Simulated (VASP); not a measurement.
# As (Pm-3m) in VASP: further runs

Runs on As. Level: PBEsol. Tasks: single point.

Program: VASP 6.6.1. These are calculated values, not measurements. Logs are shortened: lines on timing, memory, paths and dates and some standing lists are left out, and cuts for length are marked.

## 1. The cell of the first run

The structure is cubic, space group Pm-3m (No. 221). The conventional cell has a = 2.135 Å, b = 2.135 Å, c = 2.135 Å, α = 90.00°, β = 90.00°, γ = 90.00°. Within 2.8 Å of As (site symmetry m-3m) lie 6 As at 2.14 Å.

## 2. Single point, PBEsol (volume scaled by 0.5)

Input file INCAR:

```
SYSTEM = As
ALGO = Normal
EDIFF = 1E-6
ENCUT = 520
GGA = PS
ISIF = 2
ISMEAR = -1
LASPH = .TRUE.
LCHARG = .FALSE.
LREAL = .FALSE.
LWAVE = .FALSE.
NBANDS = 8
NELM = 100
PREC = Accurate
SIGMA = 0.05
```

Input file KPOINTS:

```
k-points
0
G
  14 14 14
  0 0 0
```

Input file POSCAR:

```
As
1.0
    2.1354490083      0.0000000000      0.0000000000
    0.0000000000      2.1354490083      0.0000000000
    0.0000000000      0.0000000000      2.1354490083
As
1
Direct
    0.0000000000      0.0000000000      0.0000000000
```

Potentials or basis: VASP PAW PBE potentials, release 64 (As).

Command:

```
$ cat potpaw_PBE.64/As/POTCAR > POTCAR
$ mpirun -np 1 vasp_std > vasp.out
```

OUTCAR:

```text
SYSTEM = As
   EDIFF = 1E-6
   ENCUT = 520
   GGA = PS
   ISIF = 2
   ISMEAR = -1
   LASPH = .TRUE.
   LREAL = .FALSE.
   NELM = 100
   PREC = Accurate

 ion  position               nearest neighbor table
   1  0.000  0.000  0.000-

  LATTYP: Found a simple cubic cell.
 ALAT       =     2.1354490083

  Lattice vectors:

 A1 = (   2.1354490083,   0.0000000000,   0.0000000000)
 A2 = (   0.0000000000,   2.1354490083,   0.0000000000)
 A3 = (   0.0000000000,   0.0000000000,   2.1354490083)

Analysis of symmetry for initial positions (statically):
=====================================================================
 Subroutine PRICEL returns:
 Original cell was already a primitive cell.

 Routine SETGRP: Setting up the symmetry group for a
 simple cubic supercell.

 Subroutine GETGRP returns: Found 48 space group operations
 (whereof 48 operations were pure point group operations)
 out of a pool of 48 trial point group operations.

The static configuration has the point symmetry O_h .

Analysis of symmetry for dynamics (positions and initial velocities):
=====================================================================
 Subroutine PRICEL returns:
 Original cell was already a primitive cell.

 Routine SETGRP: Setting up the symmetry group for a
 simple cubic supercell.

 Subroutine GETGRP returns: Found 48 space group operations
 (whereof 48 operations were pure point group operations)
 out of a pool of 48 trial point group operations.

The dynamic configuration has the point symmetry O_h .

 Subroutine INISYM returns: Found 48 space group operations
 (whereof 48 operations are pure point group operations),
 and found     1 'primitive' translations

----------------------------------------------------------------------------------------

                                     Primitive cell

  volume of cell :       9.7380

  direct lattice vectors                    reciprocal lattice vectors
     2.135449008  0.000000000  0.000000000     0.468285591  0.000000000  0.000000000
     0.000000000  2.135449008  0.000000000     0.000000000  0.468285591  0.000000000
     0.000000000  0.000000000  2.135449008     0.000000000  0.000000000  0.468285591

  length of vectors
     2.135449008  2.135449008  2.135449008     0.468285591  0.468285591  0.468285591

  position of ions in fractional coordinates (direct lattice)
     0.000000000  0.000000000  0.000000000

  ion indices of the primitive-cell ions
   primitive index   ion index
                 1           1

----------------------------------------------------------------------------------------

 KPOINTS: k-points

Automatic generation of k-mesh.
 Grid dimensions read from file:
 generate k-points for:   14   14   14

 Generating k-lattice:

  Cartesian coordinates                     Fractional coordinates (reciprocal lattice)
     0.033448971  0.000000000  0.000000000     0.071428571  0.000000000  0.000000000
     0.000000000  0.033448971  0.000000000     0.000000000  0.071428571  0.000000000
     0.000000000  0.000000000  0.033448971     0.000000000  0.000000000  0.071428571

  Length of vectors
     0.033448971  0.033448971  0.033448971

  Shift w.r.t. Gamma in fractional coordinates (k-lattice)
     0.000000000  0.000000000  0.000000000

 Subroutine IBZKPT returns following result:
 ===========================================

 Found    120 irreducible k-points:

 Following reciprocal coordinates:
            Coordinates               Weight
  0.000000  0.000000  0.000000      1.000000
  0.071429  0.000000  0.000000      6.000000
  0.142857  0.000000  0.000000      6.000000
  0.214286  0.000000  0.000000      6.000000
  0.285714  0.000000  0.000000      6.000000
  0.357143  0.000000  0.000000      6.000000
[... 16 lines left out ...]
  0.285714  0.214286  0.000000     24.000000
  0.357143  0.214286  0.000000     24.000000
 [... further k-points ...]
   k-points           NKPTS =    120   k-points in BZ     NKDIM =    120   number of bands    NBANDS=      8
   number of dos      NEDOS =    301   number of ions     NIONS =      1
   total plane-waves  NPLWV =   4096
   dimension x,y,z NGX =    16 NGY =   16 NGZ =   16
   dimension x,y,z NGXF=    32 NGYF=   32 NGZF=   32
   ions per type =               1
   NGX,Y,Z   is equivalent  to a cutoff of  12.46, 12.46, 12.46 a.u.
   NGXF,Y,Z  is equivalent  to a cutoff of  24.91, 24.91, 24.91 a.u.
 SYSTEM =  As
   PREC   = accura    normal or accurate (medium, high low for compatibility)
   ISTART =      0    job   : 0-new  1-cont  2-samecut
   ICHARG =      2    charge: 1-file 2-atom 10-const
   ISPIN  =      1    spin polarized calculation?
   LNONCOLLINEAR =      F non collinear calculations
   LSORBIT =      F    spin-orbit coupling
   LASPH  =      T    aspherical Exc in radial PAW
   ENCUT  =  520.0 eV  38.22 Ry    6.18 a.u.   3.97  3.97  3.97*2*pi/ulx,y,z
   NELM   =    100;   NELMIN=  2; NELMDL= -5     # of ELM steps
   EDIFF  = 0.1E-05   stopping-criterion for ELM
   LREAL  =      F    real-space projection
   EDIFFG = 0.1E-04   stopping-criterion for IOM
   NSW    =      0    number of steps for IOM
   IBRION =     -1    ionic relax: 0-MD 1-quasi-New 2-CG
   NFREE  =      0    steps in history (QN), initial steepest desc. (CG)
   ISIF   =      2    stress and relaxation
   ISYM   =      2    0-nonsym 1-usesym 2-fastsym
   POTIM  = 0.5000    time-step for ionic-motion
   TEBEG  =    0.0;   TEEND  =   0.0 temperature during run
   PSTRESS=    0.0 pullay stress
   NELECT =       5.0000    total number of electrons
   NUPDOWN=      -1.0000    fix difference up-down
   EMIN   =  10.00;   EMAX   =-10.00  energy-range for DOS
   EFERMI =   0.00;   METHOD = LEGACY
   ISMEAR =    -1;   SIGMA  =   0.05  broadening in eV -4-tet -1-fermi 0-gaus
   EFERMI_NEDOS =   21; number of points for ismear=-14 and -15
   IALGO  =     38    algorithm
   IMIX   =      4    mixing-type and parameters
     AMIX     =   0.40;   BMIX     =  1.00
     AMIX_MAG =   1.60;   BMIX_MAG =  1.00
  volume/ion in A,a.u.               =       9.74        65.71
  Fermi-wavevector in a.u.,A,eV,Ry     =   1.310918  2.477276 23.381704  1.718507
  Thomas-Fermi vector in A             =   2.441416
   LORBIT       =      0    0 simple, 1 ext, 2 COOP (PROOUT), +10 PAW based schemes
   GGA     = PS    functional components
   LHFCALC =     F    Hartree Fock is set to
   AEXX    =    0.0000 exact exchange contribution
   IVDW    =     0    specifies the selected vdW correction
   LEPSILON=     F    determine dielectric tensor
   LRPA    =     F    only Hartree local field effects (RPA)
 non-spin polarized calculation
  energy-cutoff  :      520.00
  volume of cell :        9.74
 maximum number of plane-waves:       280
 NGX is ok and might be reduce to    16
   NGX =  7   NGY =  7   NGZ =  7

 number of electron       5.0000001 magnetization

 Free energy of the ion-electron system (eV)
  ---------------------------------------------------
  ext. energy  EPLUGINS =         0.00000000
  ---------------------------------------------------
  free energy    TOTEN  =        -0.28448983 eV

  energy without entropy =       -0.28116663  energy(sigma->0) =       -0.28282823

 E-fermi :  17.0407     XC(G=0): -13.8738

 val. band max:       17.0263626299   @ k =   0.4286   0.4286   0.0000
 cond. band min:      17.0577602809   @ k =   0.4286   0.2857   0.2143
 fundamental gap:      0.0313976510
 Fermi energy:        17.0406758868

 k-point     1 :       0.0000    0.0000    0.0000
  band No.  band energies     occupation
      1      -7.2647      2.00000
      2      24.2665      0.00000
      3      24.2665      0.00000
      4      24.2665      0.00000
      5      26.5582      0.00000
      6      26.5582      0.00000
      7      35.0564      0.00000
      8      53.0609      0.00000

 k-point     2 :       0.0714    0.0000    0.0000
  band No.  band energies     occupation
      1      -7.0945      2.00000
      2      21.3404      0.00000
      3      24.4484      0.00000
      4      24.4484      0.00000
      5      26.6864      0.00000
      6      28.9954      0.00000
      7      35.8413      0.00000
      8      50.6127      0.00000

 k-point     3 :       0.1429    0.0000    0.0000
  band No.  band energies     occupation
      1      -6.5831      2.00000
      2      17.4949      0.00023
      3      24.9879      0.00000
      4      24.9879      0.00000
      5      27.0709      0.00000
      6      31.1435      0.00000
      7      38.4069      0.00000
      8      47.4620      0.00000

 k-point     4 :       0.2143    0.0000    0.0000
  band No.  band energies     occupation
      1      -5.7286      2.00000
      2      13.7457      2.00000
      3      25.8653      0.00000
      4      25.8653      0.00000
      5      27.7098      0.00000
      6      32.4059      0.00000
      7      42.2270      0.00000
      8      44.3815      0.00000

 k-point     5 :       0.2857    0.0000    0.0000
  band No.  band energies     occupation
      1      -4.5297      2.00000
      2      10.2184      2.00000
      3      27.0432      0.00000
      4      27.0432      0.00000
      5      28.5954      0.00000
      6      33.4071      0.00000
      7      41.3165      0.00000
      8      41.4831      0.00000
[... 177 lines left out ...]
 k-point    22 :       0.2143    0.2143    0.0000
  band No.  band energies     occupation
      1      -4.1974      2.00000
      2      14.1092      2.00000
      3      16.5749      1.99982
      4      27.4584      0.00000
      5      30.8477      0.00000
      6      34.4796      0.00000
      7      40.6905      0.00000
      8      44.2947      0.00000

 k-point    23 :       0.2857    0.2143    0.0000
  band No.  band energies     occupation
      1      -3.0046      2.00000
      2      11.4603      2.00000
      3      16.8560      1.95140
      4      28.6356      0.00000
      5      30.0169      0.00000
      6      33.1927      0.00000
      7      42.0210      0.00000
      8      42.6251      0.00000

 k-point    24 :       0.3571    0.2143    0.0000
  band No.  band energies     occupation
      1      -1.4766      2.00000
      2       8.3748      2.00000
      3      18.1245      0.00000
      4      27.6239      0.00000
      5      30.0478      0.00000
      6      33.9752      0.00000
      7      40.0867      0.00000
      8      40.8872      0.00000

 [... further k-points ...]
[... 5 lines left out ...]
  --------------------------------------------------------------------------------------
  -------------------------------------------------------------------------------------
  Total       17.7778489     17.7778489     17.7778489      0.0000000      0.0000000      0.0000000
  in kB     2924.9751242   2924.9751242   2924.9751242      0.0000000      0.0000000      0.0000000
  external PRESSURE =    2924.9751242 kB  Pullay stress =       0.0000000 kB

 VOLUME and BASIS-vectors are now :
 -----------------------------------------------------------------------------
  energy-cutoff  :      520.00
  volume of cell :        9.74
      direct lattice vectors                 reciprocal lattice vectors
     2.135449008  0.000000000  0.000000000     0.468285591  0.000000000  0.000000000
     0.000000000  2.135449008  0.000000000     0.000000000  0.468285591  0.000000000
     0.000000000  0.000000000  2.135449008     0.000000000  0.000000000  0.468285591

 POSITION                                       TOTAL-FORCE (eV/Angst)
 -----------------------------------------------------------------------------------
      0.00000      0.00000      0.00000         0.000000      0.000000      0.000000
 -----------------------------------------------------------------------------------
    total drift:                                0.000000     -0.000000      0.000000

  FREE ENERGIE OF THE ION-ELECTRON SYSTEM (eV)
  ---------------------------------------------------
  free  energy   TOTEN  =        -0.2844898300 eV

  energy  without entropy=       -0.2811666255  energy(sigma->0) =       -0.28282823
```

It took 3.3 s on 1 thread of Intel Xeon 6975P-C (Granite Rapids), shared host; peak memory 0.11 GiB.

What came out:

```
Free energy : -0.2845 eV
Pressure    : 292.5 GPa
```

Caveat: the PAW data sets were made with another functional, which shifts forces and pressure a little.

## 3. Single point, PBEsol (volume scaled by 0.5)

Input file INCAR:

```
PREC = Accurate
ENCUT = 520
EDIFF = 1E-6
ISMEAR = -1
SIGMA = 0.05
LREAL = F
LASPH = T
NELM = 80
ALGO = Normal
ISIF = 2
LWAVE = F
LCHARG = F
GGA = PS
NBANDS = 8
```

Input file KPOINTS:

```
regular mesh
0
Gamma
  14 14 14
```

POSCAR is that of step 2.

Potentials or basis: VASP PAW PBE potentials, release 64 (As).

Command:

```
$ cat potpaw_PBE.64/As/POTCAR > POTCAR
$ mpirun -np 1 vasp_std > vasp.out
```

Wall time 3 s (1 thread of Intel Xeon 6975P-C (Granite Rapids), shared host); peak memory 0.11 GiB.

It converged, with:

```yaml
Free_energy: -0.2845 eV
Pressure: 292.5 GPa
```

Levels at points of the mesh, in eV from the Fermi level:
| k point | band 1 | band 2 | band 3 | band 4 | band 5 | band 6 |
| --- | --- | --- | --- | --- | --- | --- |
| (0.00, 0.00, 0.00) | -24.31 | 7.23 | 7.23 | 7.23 | 9.52 | 9.52 |
| (0.50, 0.00, 0.00) | -16.67 | -14.81 | 13.59 | 13.59 | 14.52 | 18.50 |
| (0.50, 0.50, 0.00) | -9.04 | -9.04 | -7.98 | -1.92 | 20.84 | 23.59 |
| (0.50, 0.50, 0.50) | -3.37 | -3.37 | -3.37 | 3.87 | 4.21 | 4.21 |

Caveat: the PAW data sets were made with another functional, which shifts forces and pressure a little.

## 4. Single point, PBEsol (volume scaled by 0.6)

Input file INCAR:

```
PREC = Accurate
ENCUT = 520
EDIFF = 1E-6
ISMEAR = -1
SIGMA = 0.05
LREAL = False
LASPH = True
NELM = 80
ALGO = Normal
ISIF = 2
LWAVE = False
LCHARG = True
GGA = PS
LELF = True
LVHAR = True
NBANDS = 8
```

KPOINTS is that of step 3.

Input file POSCAR:

```
As
1.0
    2.2692531877      0.0000000000      0.0000000000
    0.0000000000      2.2692531877      0.0000000000
    0.0000000000      0.0000000000      2.2692531877
As
1
Direct
    0.0000000000      0.0000000000      0.0000000000
```

Command:

```
$ cat potpaw_PBE.64/As/POTCAR > POTCAR
$ mpirun -np 1 vasp_std > vasp.out
```

Run time: 4.5 s. Hardware: 1 thread of Intel Xeon 6975P-C (Granite Rapids), shared host; peak memory 0.12 GiB.

It converged, with:

| Item | Value |
| --- | --- |
| Free energy | -2.8268 eV |
| Pressure | 144.9 GPa |

Levels at points of the mesh, in eV from the Fermi level:
| k point | band 1 | band 2 | band 3 | band 4 | band 5 | band 6 | band 7 | band 8 |
| --- | --- | --- | --- | --- | --- | --- | --- | --- |
| (0.00, 0.00, 0.00) | -21.38 | 6.30 | 6.30 | 6.30 | 9.08 | 9.08 | 15.70 | 32.70 |
| (0.50, 0.00, 0.00) | -15.20 | -12.41 | 11.30 | 11.30 | 13.37 | 17.22 | 17.45 | 17.45 |
| (0.50, 0.50, 0.00) | -8.28 | -7.63 | -7.63 | -0.65 | 16.64 | 21.73 | 21.73 | 22.54 |
| (0.50, 0.50, 0.50) | -3.02 | -3.02 | -3.02 | 0.68 | 4.64 | 4.64 | 4.64 | 8.01 |

Caveat: the PAW data sets were made with another functional, which shifts forces and pressure a little.

## 5. Single point, PBEsol (volume scaled by 0.7)

Input file INCAR:

```
  ALGO = Normal
  EDIFF = 1E-7
  ENCUT = 520
  GGA = PS
  ISIF = 2
  ISMEAR = -1
  LASPH = True
  LCHARG = False
  LREAL = False
  LWAVE = False
  NBANDS = 8
  NELM = 60
  PREC = Accurate
  SIGMA = 0.05
```

Input file KPOINTS:

```
k-points
0
Gamma
  14 14 14
```

Input file POSCAR:

```
As
1.0
    2.3889031920      0.0000000000      0.0000000000
    0.0000000000      2.3889031920      0.0000000000
    0.0000000000      0.0000000000      2.3889031920
As
1
Direct
    0.0000000000      0.0000000000      0.0000000000
```

Command:

```
$ cat potpaw_PBE.64/As/POTCAR > POTCAR
$ mpirun -np 1 vasp_std > vasp.out
```

Run time: 5 s. Hardware: 1 thread of Intel Xeon 6975P-C (Granite Rapids), shared host; peak memory 0.12 GiB.

Results (log left out):

| Property | Result |
| --- | --- |
| Free energy | -4.0914 eV |
| Pressure | 71.3 GPa |

Levels at points of the mesh, in eV from the Fermi level:
```tsv
k point	band 1	band 2	band 3	band 4	band 5	band 6	band 7
(0.00, 0.00, 0.00)	-19.21	5.59	5.59	5.59	8.82	8.82	13.95
(0.50, 0.00, 0.00)	-14.08	-10.60	9.62	9.62	12.57	16.21	16.55
(0.50, 0.50, 0.00)	-8.42	-6.54	-6.54	0.35	13.73	20.31	20.31
(0.50, 0.50, 0.50)	-2.69	-2.69	-2.69	-1.45	5.03	5.03	5.03
```

Caveat: the PAW data sets were made with another functional, which shifts forces and pressure a little.

## 6. Summary

| cell | gap on the mesh (eV) | pressure (GPa) |
| --- | --- | --- |
| a = 2.135 Å, 1 atom | none | 292.5 |
| a = 2.269 Å, 1 atom | none | 144.9 |
| a = 2.389 Å, 1 atom | none | 71.3 |

Alike in all rows: task single point; level PBEsol; potentials or basis VASP PAW PBE potentials, release 64 (As); no spin polarisation; k mesh 14 × 14 × 14; cutoff (eV) 520; smearing fermi-dirac 0.05 eV.

Caveats: the PAW data sets were made with another functional, which shifts forces and pressure a little.

Total energies depend on the potentials used, so only differences within one code and one set of settings carry meaning.
